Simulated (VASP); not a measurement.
# TiSi2 in VASP: further runs

The runs below take TiSi2 through electric field gradients, single point, with PBE.

Program: VASP 6.6.1. These are calculated values, not measurements. Logs are shortened: lines on timing, memory, paths and dates and some standing lists are left out, and cuts for length are marked.

## Step 1: The cell of the first run

The typed cell holds 6 atoms: a = 5.956 Å, b = 4.905 Å, c = 4.780 Å, α = 74.99°, β = 52.49°, γ = 50.61°.

## Step 2: Electric field gradients, PBE (equal xy, yz and zx shear strains of +1 %)

INCAR

```
SYSTEM = TiSi2
PREC     = Accurate       ! precision mode
ENCUT    = 520            ! plane-wave cutoff, eV
EDIFF    = 1E-8           ! SCF threshold, eV
ISMEAR   = -1             ! smearing method
SIGMA    = 0.08           ! smearing width, eV
LREAL    = .False.        ! projectors in reciprocal space
LASPH    = .True.         ! aspherical terms in the spheres
NELM     = 60             ! most SCF steps
ALGO     = Normal         ! electronic algorithm
ISIF     = 2              ! what is computed and relaxed
LWAVE    = .False.        ! write WAVECAR
LCHARG   = .False.        ! write CHGCAR
GGA      = PE             ! functional
LEFG     = .True.       
NBANDS   = 29             ! bands
```

KPOINTS

```
regular mesh
0
Gamma
  8 8 8
  0 0 0
```

POSCAR

```
TiSi2
1.0
    0.0418975000      4.1393075000      4.2820900000
    2.4078075000      0.0332400000      4.2734325000
    2.4070900000      4.1299325000      0.0325225000
Ti Si
2 4
Direct
    0.7500000000      0.7500000000      0.7500000000
    0.5000000000      0.5000000000      0.5000000000
    0.0830000000      0.4170000000      0.0830000000
    0.4170000000      0.0830000000      0.4170000000
    0.1670000000      0.8330000000      0.1670000000
    0.8330000000      0.1670000000      0.8330000000
```

Potentials or basis: VASP PAW PBE potentials, release 64 (Ti_sv, Si).

The run is started by

```sh
> cat potpaw_PBE.64/Ti_sv/POTCAR potpaw_PBE.64/Si/POTCAR > POTCAR
> mpirun -np 1 vasp_std > vasp.out
```

OUTCAR:

```text
SYSTEM = TiSi2
   PREC = Accurate
   ENCUT = 520
   EDIFF = 1E-8
   ISMEAR = -1
   LREAL = .False.
   LASPH = .True.
   NELM = 60
   ISIF = 2
   GGA = PE

 ion  position               nearest neighbor table
   1  0.750  0.750  0.750-   5 2.52   5 2.53   6 2.54   6 2.56   3 2.74   4 2.74   4 2.74   3 2.74
                             4 2.77   3 2.77
   2  0.500  0.500  0.500-   3 2.52   3 2.53   4 2.54   4 2.56   5 2.74   6 2.74   6 2.74   5 2.74
                             6 2.77   5 2.77
   3  0.083  0.417  0.083-   2 2.52   2 2.53   5 2.54   5 2.56   4 2.74   1 2.74   1 2.74   4 2.75
                             4 2.76   1 2.77
   4  0.417  0.083  0.417-   6 2.53   6 2.53   2 2.54   2 2.56   3 2.74   1 2.74   1 2.74   3 2.75
                             3 2.76   1 2.77
   5  0.167  0.833  0.167-   1 2.52   1 2.53   3 2.54   3 2.56   6 2.74   2 2.74   2 2.74   6 2.75
                             6 2.76   2 2.77
   6  0.833  0.167  0.833-   4 2.53   4 2.53   1 2.54   1 2.56   5 2.74   2 2.74   2 2.74   5 2.75
                             5 2.76   2 2.77

  Warning from LATTYP: Got some problem with cell dimensions!
  Tried to take original basis but could not verify dimensions!
  LATTYP: Found a triclinic cell.
 ALAT       =     4.7389234426
 B/A-ratio  =     1.7379909165
 C/A-ratio  =     1.0262752566
 COS(alpha) =     0.0038648376
 COS(beta)  =     0.2460624872
 COS(gamma) =     0.8639470407

  Lattice vectors:

 A1 = (   2.3659100000,  -4.1060675000,  -0.0086575000)
 A2 = (  -0.0411800000,  -8.2360000000,  -0.0411800000)
 A3 = (   2.3651925000,  -0.0093750000,  -4.2495675000)

Analysis of symmetry for initial positions (statically):
=====================================================================
 Subroutine PRICEL returns:
 Original cell was already a primitive cell.

 Routine SETGRP: Setting up the symmetry group for a
 triclinic supercell.

 Subroutine GETGRP returns: Found  2 space group operations
 (whereof  1 operations were pure point group operations)
 out of a pool of  2 trial point group operations.

The static configuration has the point symmetry C_1 .
 The point group associated with its full space group is S_2 .

Analysis of symmetry for dynamics (positions and initial velocities):
=====================================================================
 Subroutine PRICEL returns:
 Original cell was already a primitive cell.

 Routine SETGRP: Setting up the symmetry group for a
 triclinic supercell.
[... 167 lines left out ...]
 Fermi energy:        10.2229332997

 k-point     1 :       0.0000    0.0000    0.0000
  band No.  band energies     occupation
      1     -46.0357      2.00000
      2     -46.0068      2.00000
      3     -22.4240      2.00000
      4     -22.4059      2.00000
      5     -22.3304      2.00000
      6     -22.3177      2.00000
[... 757 lines left out ...]
     28      14.3618      0.00000
     29      14.4698      0.00000

 [... further k-points ...]
[... 5 lines left out ...]
  --------------------------------------------------------------------------------------
  -------------------------------------------------------------------------------------
  Total        1.5415493      1.0008252      1.0918123     -0.6849036     -0.4942204     -0.8246083
  in kB       29.4890105     19.1452491     20.8857826    -13.1018372     -9.4541709    -15.7743131
  external PRESSURE =      23.1733474 kB  Pullay stress =       0.0000000 kB

 VOLUME and BASIS-vectors are now :
 -----------------------------------------------------------------------------
  energy-cutoff  :      520.00
  volume of cell :       83.75
      direct lattice vectors                 reciprocal lattice vectors
     0.041897500  4.139307500  4.282090000    -0.210710120  0.121882846  0.117773715
     2.407807500  0.033240000  4.273432500     0.209542604 -0.123050363  0.116897118
     2.407090000  4.129932500  0.032522500     0.209501919  0.120965564 -0.118981916

 POSITION                                       TOTAL-FORCE (eV/Angst)
 -----------------------------------------------------------------------------------
      3.64260      6.22686      6.44103         0.064427      0.064945      0.055047
      2.42840      4.15124      4.29402        -0.064427     -0.064945     -0.055047
      1.20732      0.70021      2.14013         0.024571      0.234269     -0.008905
      1.22108      3.45103      2.15389         0.030695     -0.171427      0.046391
      2.41468      1.40865      4.28031        -0.024571     -0.234269      0.008905
      2.44211      6.89383      4.30774        -0.030695      0.171427     -0.046391
 -----------------------------------------------------------------------------------
    total drift:                               -0.000000     -0.000000      0.000000

  FREE ENERGIE OF THE ION-ELECTRON SYSTEM (eV)
  ---------------------------------------------------
  free  energy   TOTEN  =       -40.6974720434 eV

  energy  without entropy=      -40.6543126008  energy(sigma->0) =      -40.67589232

 Electric field gradients (V/A^2)
---------------------------------------------------------------------
 ion       V_xx      V_yy      V_zz      V_xy      V_xz      V_yz
---------------------------------------------------------------------
   1      -2.493    10.341    -7.848     2.614     2.728     1.717
   2      -2.493    10.341    -7.848     2.614     2.728     1.717
   3       1.776    13.109   -14.885     1.279    28.591     0.346
   4       1.105    12.509   -13.615     0.900   -26.052     0.481
   5       1.776    13.109   -14.885     1.279    28.591     0.346
   6       1.105    12.509   -13.615     0.900   -26.052     0.481
---------------------------------------------------------------------

 Electric field gradients after diagonalization (V/A^2)
 (convention: |V_zz| > |V_xx| > |V_yy|)
----------------------------------------------------------------------
 ion       V_xx      V_yy      V_zz     asymmetry (V_yy - V_xx)/ V_zz
----------------------------------------------------------------------
   1      -9.011    -2.105    11.116       0.621
   2      -9.011    -2.105    11.116       0.621
   3      23.373    12.966   -36.339       0.286
   4      20.839    12.506   -33.345       0.250
   5      23.373    12.966   -36.339       0.286
   6      20.839    12.506   -33.345       0.250
----------------------------------------------------------------------

           NMR quadrupolar parameters

 Cq : quadrupolar parameter    Cq=e*Q*V_zz/h
 eta: asymmetry parameters     (V_yy - V_xx)/ V_zz
 Q  : nuclear electric quadrupole moment in mb (millibarn)
----------------------------------------------------------------------
 ion       Cq(MHz)       eta       Q (mb)
----------------------------------------------------------------------
   1       0.027       0.621       1.000
   2       0.027       0.621       1.000
   3      -0.088       0.286       1.000
   4      -0.081       0.250       1.000
   5      -0.088       0.286       1.000
   6      -0.081       0.250       1.000
----------------------------------------------------------------------
```

OSZICAR:

```text
N       E                     dE             d eps       ncg     rms          rms(c)
DAV:   1     0.391029989742E+03    0.39103E+03   -0.18794E+04 15080   0.146E+03
DAV:   2     0.218778400812E+01   -0.38884E+03   -0.37807E+03 15190   0.430E+02
DAV:   3    -0.406937841119E+02   -0.42882E+02   -0.41982E+02 25211   0.120E+02
DAV:   4    -0.440375957582E+02   -0.33438E+01   -0.33255E+01 21451   0.300E+01
DAV:   5    -0.442367892565E+02   -0.19919E+00   -0.19914E+00 22966   0.626E+00    0.187E+01
DAV:   6    -0.413269586533E+02    0.29098E+01   -0.31487E+01 21349   0.400E+01    0.692E+00
DAV:   7    -0.407762303637E+02    0.55073E+00   -0.60792E+00 20481   0.184E+01    0.523E+00
DAV:   8    -0.407121594807E+02    0.64071E-01   -0.76645E-01 20586   0.688E+00    0.130E+00
DAV:   9    -0.406966685490E+02    0.15491E-01   -0.14460E-01 20629   0.317E+00    0.514E-01
DAV:  10    -0.406977396975E+02   -0.10711E-02   -0.61844E-03 20018   0.579E-01    0.236E-01
DAV:  11    -0.406976188450E+02    0.12085E-03   -0.53804E-03 23267   0.547E-01    0.157E-01
DAV:  12    -0.406974732888E+02    0.14556E-03   -0.11293E-03 20856   0.264E-01    0.148E-02
DAV:  13    -0.406974724528E+02    0.83604E-06   -0.26765E-05 19273   0.443E-02    0.144E-02
DAV:  14    -0.406974722755E+02    0.17732E-06   -0.23135E-06 20218   0.128E-02    0.359E-03
DAV:  15    -0.406974719864E+02    0.28913E-06   -0.92848E-07 22106   0.674E-03    0.470E-04
DAV:  16    -0.406974720028E+02   -0.16435E-07   -0.43072E-08 18170   0.138E-03    0.452E-04
DAV:  17    -0.406974720371E+02   -0.34350E-07   -0.24728E-09 11413   0.428E-04    0.224E-04
DAV:  18    -0.406974720434E+02   -0.63033E-08   -0.14522E-09 10983   0.400E-04
   1 F= -.40697472E+02 E0= -.40675892E+02  d E =-.431594E-01
```

stdout:

```text
POSCAR found type information on POSCAR TiSi
 POSCAR found :  2 types and       6 ions
 scaLAPACK will be used
 LDA part: xc-table for (Slater+PW92), standard interpolation
 POSCAR, INCAR and KPOINTS ok, starting setup
 FFT: planning ... GRIDC
 FFT: planning ... GRID_SOFT
 FFT: planning ... GRID
 WAVECAR not read
 entering main loop
ion   1
     0.0000422    -0.2464928    -0.1169017     1.9365728    -0.3075765     1.9525437
     0.0000581    -0.2464928    -0.1169017     1.9365728    -0.3075765     1.9525437
     0.0000800    -0.2464928    -0.1169017     1.9365727    -0.3075765     1.9525437
     0.0001102    -0.2464928    -0.1169017     1.9365727    -0.3075765     1.9525436

     0.0000422    -2.5077922    -1.6299811     7.3550788    -2.6483228     6.5357035
     0.0000581    -2.5077864    -1.6299780     7.3550654    -2.6483179     6.5357008
     0.0000800    -2.5077771    -1.6299732     7.3550438    -2.6483103     6.5356967
     0.0001102    -2.5077624    -1.6299655     7.3550093    -2.6482982     6.5356910
[... 45 lines left out ...]
ion   6
     0.0000353    -0.0660149    -0.0261546     0.8416417     1.2284713     0.4920863
     0.0000487    -0.0660149    -0.0261546     0.8416417     1.2284713     0.4920863
     0.0000670    -0.0660149    -0.0261546     0.8416417     1.2284713     0.4920863
     0.0000923    -0.0660149    -0.0261546     0.8416417     1.2284713     0.4920863

     0.0000353    -0.8577507    -0.4663836    10.5058466    23.5640868     5.1684117
     0.0000487    -0.8577498    -0.4663830    10.5058355    23.5640611     5.1684064
     0.0000670    -0.8577483    -0.4663822    10.5058171    23.5640181     5.1683975
     0.0000923    -0.8577458    -0.4663808    10.5057865    23.5639470     5.1683828
```

Wall time 11 min (1 thread of Intel Xeon Platinum 8259CL at 2.50GHz (Skylake/Cascade Lake), shared host); peak memory 0.61 GiB.

Results:

```
Free energy                             : -40.6975 eV
Pressure                                : 2.3 GPa
Largest force                           : 0.236 eV/Å
Band gap on the k mesh                  : zero (bands 20 and 21 overlap by 1.84 eV)
Largest electric field gradient by atom : Ti +11.1; Si -36.3, -33.3 (each value once) V/Å²
```

Forces on the atoms (eV/Å):
```
Ti   0.064  0.065  0.055
Ti  -0.064 -0.065 -0.055
Si   0.025  0.234 -0.009
Si   0.031 -0.171  0.046
Si  -0.025 -0.234  0.009
Si  -0.031  0.171 -0.046
```

Levels at points of the mesh, in eV from the Fermi level:
```csv
k point,band 16,band 17,band 18,band 19,band 20,band 21,band 22,band 23,band 24,band 25
"(0.00, 0.00, 0.00)",-2.65,-2.26,-1.94,-1.72,-1.50,-0.94,2.01,3.20,3.26,3.39
"(0.50, 0.00, 0.00)",-2.63,-2.00,-1.07,-0.03,0.21,1.05,1.37,1.85,2.30,2.64
"(0.00, 0.50, 0.00)",-2.43,-1.97,-1.04,-0.07,0.15,1.05,1.34,1.69,2.23,2.67
"(0.50, 0.50, 0.00)",-3.00,-1.65,-1.57,-1.05,-1.02,0.79,0.81,3.19,3.24,3.39
"(0.00, 0.00, 0.50)",-2.44,-1.95,-1.12,-0.10,0.15,1.06,1.38,1.73,2.27,2.61
"(0.50, 0.00, 0.50)",-2.40,-2.40,-2.38,-0.87,-0.84,1.25,1.26,3.25,3.30,3.34
"(0.00, 0.50, 0.50)",-1.30,-1.25,-1.24,-0.66,-0.65,0.90,0.94,2.26,2.30,3.03
"(0.50, 0.50, 0.50)",-2.49,-2.02,-1.13,-0.03,0.14,0.98,1.31,1.80,2.17,2.64
```

Electric field gradients, principal values (V/Å²):
| atom | least | middle | greatest (by size) |
| --- | --- | --- | --- |
| 1 Ti | -2.105 | -9.011 | 11.116 |
| 2 Ti | -2.105 | -9.011 | 11.116 |
| 3 Si | 12.966 | 23.373 | -36.339 |
| 4 Si | 12.506 | 20.839 | -33.345 |
| 5 Si | 12.966 | 23.373 | -36.339 |
| 6 Si | 12.506 | 20.839 | -33.345 |

Caveat: the cell differs from its parent crystal (equal xy, yz and zx shear strains of +1 %); without QUAD_EFG the Cq values of the log hold for a quadrupole moment of 1 mb, not for the nuclei.

(Part 1 of 4 ends here.)
